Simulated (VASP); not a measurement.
Write the native input for VASP 6.6.1 that does the following.

```yaml
Task: relaxation of shape and atoms at fixed volume
Functional: r2SCAN
Potentials_or_basis: VASP PAW PBE potentials, release 64 (Zr_sv, B)
Cutoff: 600 eV
k_mesh: 8 × 8 × 8
Occupations: gaussian, width 0.05 eV
Spin: no spin polarisation
Dipole_correction: no
Further_INCAR_settings: ALGO = Normal; EDIFF = 1e-06; IBRION = 2; EDIFFG = -0.01; NSW = 60; ISIF = 4
```

The system is ZrB2.

```
Zr B
1.0
     3.19020    0.00000    0.00000
    -1.59510    2.76280    0.00000
     0.00000    0.00000    3.56970
Zr B
1 2
Cartesian
  0.0000 0.0000 0.0000
  0.0000 1.8419 1.7849
  1.5951 0.9209 1.7849
```

One way to write it, as run:

POSCAR

```
ZrB2
1.0
    3.1902013742      0.0000000000      0.0000000000
   -1.5951006871      2.7627954332      0.0000000000
    0.0000000000      0.0000000000      3.5697020202
Zr B
1 2
Direct
    0.0000000000      0.0000000000      0.0000000000
    0.3333333333      0.6666666667      0.5000000000
    0.6666666667      0.3333333333      0.5000000000
```

INCAR.step1

```
SYSTEM = ZrB2
PREC     = Accurate       ! precision mode
ENCUT    = 600            ! plane-wave cutoff, eV
ISMEAR   = 0              ! smearing method
SIGMA    = 0.05           ! smearing width, eV
LREAL    = .FALSE.        ! projectors in reciprocal space
LASPH    = .TRUE.         ! aspherical terms in the spheres
NELM     = 80             ! most SCF steps
GGA      = PE             ! functional
ALGO     = Normal         ! electronic algorithm
EDIFF    = 1E-4           ! SCF threshold, eV
LWAVE    = .TRUE.         ! write WAVECAR
LCHARG   = .FALSE.        ! write CHGCAR
```

INCAR.step2

```
SYSTEM = ZrB2
PREC     = Accurate       ! precision mode
ENCUT    = 600            ! plane-wave cutoff, eV
EDIFF    = 1E-6           ! SCF threshold, eV
ISMEAR   = 0              ! smearing method
SIGMA    = 0.05           ! smearing width, eV
LREAL    = .FALSE.        ! projectors in reciprocal space
LASPH    = .TRUE.         ! aspherical terms in the spheres
NELM     = 80             ! most SCF steps
ALGO     = Normal         ! electronic algorithm
ISIF     = 4              ! what is computed and relaxed
LWAVE    = .FALSE.        ! write WAVECAR
LCHARG   = .FALSE.        ! write CHGCAR
METAGGA  = R2SCAN         ! meta-GGA
LMIXTAU  = .TRUE.       
IBRION   = 2              ! ionic algorithm
NSW      = 60             ! ionic steps
EDIFFG   = -0.01          ! ionic threshold
ISTART   = 1
```

KPOINTS

```
regular mesh
0
G
  8 8 8
  0 0 0
```

Potentials or basis: VASP PAW PBE potentials, release 64 (Zr_sv, B).

Command:

```sh
$ cat potpaw_PBE.64/Zr_sv/POTCAR potpaw_PBE.64/B/POTCAR > POTCAR
$ cp INCAR.step1 INCAR
$ mpirun -np 1 vasp_std > vasp.out
$ cp INCAR.step2 INCAR
$ mpirun -np 1 vasp_std > vasp.out
```

Results of the run:

```json
{
 "Energy gained by relaxing": "0.0 meV/atom",
 "Ionic steps": "2",
 "Pressure after relaxing": "-4.5 GPa",
 "Band gap on the k mesh": "zero (bands 9 and 10 overlap by 0.67 eV)"
}
```

Caveat: the PAW data sets were made with another functional, which shifts forces and pressure a little.

Wall time 100 s on 1 thread of AMD EPYC 9R45 96-Core Processor (Zen 5) (shared host), peak memory 0.15 GiB.
